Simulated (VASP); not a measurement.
Write the native input for VASP 6.6.1 that does the following.

```yaml
Task: single point
Functional: r2SCAN
Potentials_or_basis: VASP PAW PBE potentials, release 64 (Mg)
Cutoff: 520 eV
k_mesh: 15 × 15 × 8
Occupations: gaussian, width 0.1 eV
Spin: no spin polarisation
Dipole_correction: no
Further_INCAR_settings: ALGO = Normal; EDIFF = 1e-06; NBANDS = 9
```

The system is Mg.

```
Mg
1.0
     3.09807    0.00000    0.00000
    -1.54903    2.68301    0.00000
     0.00000    0.00000    5.19626
Mg
2
Direct
  0.33333 0.66667 0.25000
  0.66667 0.33333 0.75000
```

This cell differs from its parent crystal: biaxial strain in the a-b plane: -3.0 %.

The input as run:

POSCAR

```
Mg
1.0
    3.0980680142      0.0000000000      0.0000000000
   -1.5490340071      2.6830056029      0.0000000000
    0.0000000000      0.0000000000      5.1962592457
Mg
2
Direct
    0.3333333333      0.6666666667      0.2500000000
    0.6666666667      0.3333333333      0.7500000000
```

INCAR.step1

```
SYSTEM = Mg
PREC     = Accurate       ! precision mode
ENCUT    = 520            ! plane-wave cutoff, eV
ISMEAR   = 0              ! smearing method
SIGMA    = 0.1            ! smearing width, eV
LREAL    = .False.        ! projectors in reciprocal space
LASPH    = .True.         ! aspherical terms in the spheres
NELM     = 100            ! most SCF steps
NBANDS   = 9              ! bands
GGA      = PE             ! functional
ALGO     = Normal         ! electronic algorithm
EDIFF    = 1E-4           ! SCF threshold, eV
LWAVE    = .True.         ! write WAVECAR
LCHARG   = .False.        ! write CHGCAR
```

INCAR.step2

```
SYSTEM = Mg
PREC     = Accurate       ! precision mode
ENCUT    = 520            ! plane-wave cutoff, eV
EDIFF    = 1E-6           ! SCF threshold, eV
ISMEAR   = 0              ! smearing method
SIGMA    = 0.1            ! smearing width, eV
LREAL    = .False.        ! projectors in reciprocal space
LASPH    = .True.         ! aspherical terms in the spheres
NELM     = 100            ! most SCF steps
ALGO     = Normal         ! electronic algorithm
ISIF     = 2              ! what is computed and relaxed
LWAVE    = .False.        ! write WAVECAR
LCHARG   = .False.        ! write CHGCAR
METAGGA  = R2SCAN         ! meta-GGA
LMIXTAU  = .True.       
NBANDS   = 9              ! bands
ISTART   = 1
```

KPOINTS

```
Automatic mesh
0
Gamma
  15 15 8
  0 0 0
```

Potentials or basis: VASP PAW PBE potentials, release 64 (Mg).

Run with:

```bash
$ cat potpaw_PBE.64/Mg/POTCAR > POTCAR
$ cp INCAR.step1 INCAR
$ mpirun -np 1 vasp_std > vasp.out
$ cp INCAR.step2 INCAR
$ mpirun -np 1 vasp_std > vasp.out
```

Results of the run:

The pressure is 1.7 GPa and the band gap on the k mesh is zero (bands 2 and 3 overlap by 2.49 eV).

Caveat: the cell differs from its parent crystal (biaxial strain in the a-b plane: -3.0 %); the PAW data sets were made with another functional, which shifts forces and pressure a little.

It took 64 s on 1 thread of Intel(R) Xeon(R) 6975P-C (Granite Rapids) (shared host), peak memory 0.19 GiB.
